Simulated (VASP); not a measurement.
Write the native input for VASP 6.6.1 that does the following.

| Quantity | Value |
| --- | --- |
| Task | single point |
| Functional | PBEsol |
| Potentials or basis | VASP PAW PBE potentials, release 64 (K_sv) |
| Cutoff | 520 eV |
| k mesh | 9 × 9 × 9 |
| Occupations | fermi-dirac, width 0.136057 eV |
| Spin | no spin polarisation |
| Dipole correction | no |
| Further INCAR settings | ALGO = Normal; EDIFF = 1e-06; NBANDS = 10 |

The structure of K lies in POSCAR:

```
K
1.0
   -2.6145144830      2.6145144830      2.6145144830
    2.6145144830     -2.6145144830      2.6145144830
    2.6145144830      2.6145144830     -2.6145144830
K
1
Direct
    0.0000000000      0.0000000000      0.0000000000
```

The input as run:

INCAR

```
SYSTEM = K
ALGO = Normal
EDIFF = 1E-6
ENCUT = 520
GGA = PS
ISIF = 2
ISMEAR = -1
LASPH = .True.
LCHARG = .False.
LREAL = .False.
LWAVE = .False.
NBANDS = 10
NELM = 60
PREC = Accurate
SIGMA = 0.13605693000000002
```

KPOINTS

```
k-points
0
Gamma
  9 9 9
  0 0 0
```

Potentials or basis: VASP PAW PBE potentials, release 64 (K_sv).

Launch:

```console
$ cat potpaw_PBE.64/K_sv/POTCAR > POTCAR
$ mpirun -np 1 vasp_std > vasp.out
```

Results of the run:

```
Pressure : 0.0 GPa
```

Caveat: the PAW data sets were made with another functional, which shifts forces and pressure a little.

Wall time 25 s on 1 thread of Intel(R) Xeon(R) Platinum 8259CL CPU @ 2.50GHz (Skylake/Cascade Lake), on a shared host, peak memory 0.2 GiB.
